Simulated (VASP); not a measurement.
Input of a VASP 6.6.1 run:

Contents of INCAR:

```
SYSTEM = HfO2
PREC = Accurate
ENCUT = 520
EDIFF = 1E-7
ISMEAR = 0
SIGMA = 0.05
LREAL = .FALSE.
LASPH = .TRUE.
NELM = 80
ALGO = Normal
ISIF = 2
LWAVE = .FALSE.
LCHARG = .FALSE.
GGA = PS
NBANDS = 31
```

File KPOINTS:

```
Automatic mesh
0
G
  6 6 6
  0 0 0
```

Contents of POSCAR:

```
HfO2
1.0
    0.0000000000     -2.5220673945     -2.5220673945
    0.0000000000      2.5220673945     -2.5220673945
    5.0441347890      0.0000000000      0.0000000000
Hf O
2 4
Direct
    0.0239882567     -0.0239882567      0.0000000000
    0.4760117433      0.5239882567      0.5000000000
   -0.0009542797      0.4990457203      0.7500000000
    0.5009542797      0.0009542797      0.2500000000
   -0.0009542797      0.4990457203      0.2500000000
    0.5009542797      0.0009542797      0.7500000000
```

Potentials or basis: VASP PAW PBE potentials, release 64 (Hf_pv, O).

Command:

```sh
$ cat potpaw_PBE.64/Hf_pv/POTCAR potpaw_PBE.64/O/POTCAR > POTCAR
$ mpirun -np 1 vasp_std > vasp.out
```

Task: Estimate the largest force.

Result: 0.818 eV/Å.

Task: Estimate the pressure.

Result: -2.1 GPa.

Task: Predict the band gap on the k mesh.

Result: 3.70 eV.

Forces on the atoms (eV/Å):
```
Hf   0.000  0.818  0.000
Hf   0.000 -0.818  0.000
O    0.000  0.000 -0.028
O    0.000  0.000  0.028
O    0.000  0.000 -0.028
O    0.000  0.000  0.028
```

Caveat: the cell differs from its parent crystal (atoms displaced along a vibrational mode); the PAW data sets were made with another functional, which shifts forces and pressure a little; spin-orbit coupling is left out, which moves the levels of the heavy elements. A k mesh can miss the band edges.
